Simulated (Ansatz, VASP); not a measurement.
Bi in VASP and in Ansatz

```
CELL_PARAMETERS angstrom
3.23838 0.00000 0.00000
0.00000 3.22164 0.00000
-0.08045 0.00000 6.44389
ATOMIC_POSITIONS crystal
Bi 0.55534 0.00070 0.75028
Bi 0.45838 0.01271 0.24141
```

Change from the starting cell: atoms moved at random, drawn with an rms of 0.05 Å.

Alike in both runs: task single point; functional PBEsol; k mesh 8 × 8 × 4; occupations fermi-dirac, width 0.05 eV; no spin polarisation.

|  | VASP | Ansatz |
| --- | --- | --- |
| version | VASP 6.6.1 | Ansatz 0.2.0 |
| potentials or method | VASP PAW PBE potentials, release 64 (Bi_d), cutoff 520 eV | all-electron LAPW, scalar-relativistic |

|  | VASP | Ansatz | Ansatz less VASP |
| --- | --- | --- | --- |
| gap on the k mesh at the Fermi level (eV) | none | none | - |
| pressure (GPa) | -0.5 | -0.4 | +0.09 |
| traceless stress, the component that is largest in VASP (GPa) | 0.56 | 0.56 | +0.001 |
| rms of the force components (eV/Å) | 0.027 | 0.027 | -0.0003 |

VASP's potentials were made for PBE, not for PBEsol. Atom by atom the forces differ by 0.000 eV/Å (rms over components). A gap of «none» marks a metal or a gap that the smearing closes. Ansatz ran all-electron here, and VASP with PAW potentials.

Neither program's run includes spin-orbit coupling.
